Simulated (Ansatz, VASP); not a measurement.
Ti: VASP beside Ansatz

```
Ti
1.0
    -1.50972    1.50972    1.64100
     1.50972   -1.50972    1.64100
     1.50972    1.50972   -1.64100
Ti
1
Direct
  0.00000 0.00000 0.00000
```

Change from the starting cell: strain -0.080 along x and y, +0.000 along z, atoms carried along.

Alike in both runs: task single point; functional PBEsol; k mesh 20 × 20 × 20; occupations gaussian, width 0.15 eV; no spin polarisation.

|  | VASP | Ansatz |
| --- | --- | --- |
| version | VASP 6.6.1 | Ansatz 0.2.0 |
| potentials or method | VASP PAW PBE potentials, release 64 (Ti_sv), cutoff 520 eV | scalar-relativistic, plane waves, PAW |
| valence electrons in the cell | 12 | 12 |

Ansatz gave:

```
gap on the k mesh at the Fermi level (eV)                     : none
pressure (GPa)                                                : 13.6
traceless stress, the component that is largest in VASP (GPa) : 0.44
```

Which values does VASP return?

gap on the k mesh at the Fermi level (eV): none; pressure (GPa): 13.1; traceless stress, the component that is largest in VASP (GPa): 0.45.

VASP's potentials were made for PBE, not for PBEsol. A gap of «none» marks a metal or a gap that the smearing closes.
